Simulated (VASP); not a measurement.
A run of VASP 6.6.1:

INCAR

```
SYSTEM = CaB12
ALGO = Normal
EDIFF = 1E-6
ENCUT = 520
GGA = PE
ISIF = 2
ISMEAR = 0
LASPH = .TRUE.
LCHARG = .TRUE.
LELF = .TRUE.
LREAL = .FALSE.
LVHAR = .TRUE.
LWAVE = .FALSE.
NBANDS = 35
NELM = 60
PREC = Accurate
SIGMA = 0.1
```

KPOINTS

```
k-points
0
G
  10 10 10
  0 0 0
```

POSCAR

```
CaB12
1.0
    0.0000000000      3.7575744000      3.7575744000
    3.7575744000      0.0000000000      3.7575744000
    3.7575744000      3.7575744000      0.0000000000
Ca B
1 12
Direct
    0.0000000000      0.0000000000      0.0000000000
    0.8361970000      0.5000000000      0.5000000000
    0.8361970000      0.5000000000      0.1638030000
    0.5000000000      0.8361970000      0.1638030000
    0.5000000000      0.8361970000      0.5000000000
    0.1638030000      0.5000000000      0.5000000000
    0.5000000000      0.1638030000      0.5000000000
    0.5000000000      0.1638030000      0.8361970000
    0.1638030000      0.5000000000      0.8361970000
    0.1638030000      0.8361970000      0.5000000000
    0.5000000000      0.5000000000      0.8361970000
    0.5000000000      0.5000000000      0.1638030000
    0.8361970000      0.1638030000      0.5000000000
```

Potentials or basis: VASP PAW PBE potentials, release 64 (Ca_sv, B).

Launch:

```bash
$ cat potpaw_PBE.64/Ca_sv/POTCAR potpaw_PBE.64/B/POTCAR > POTCAR
$ mpirun -np 1 vasp_std > vasp.out
```

Hardware: 1 thread of AMD EPYC 7R43 64-Core Processor (Zen 3), with other jobs on the host.

Task: Estimate the wall time of this run.

Result: Wall time 5.2 min on 1 thread of AMD EPYC 7R43 64-Core Processor (Zen 3) (shared host), peak memory 0.27 GiB. Counts: scf iterations 14, k points 47.
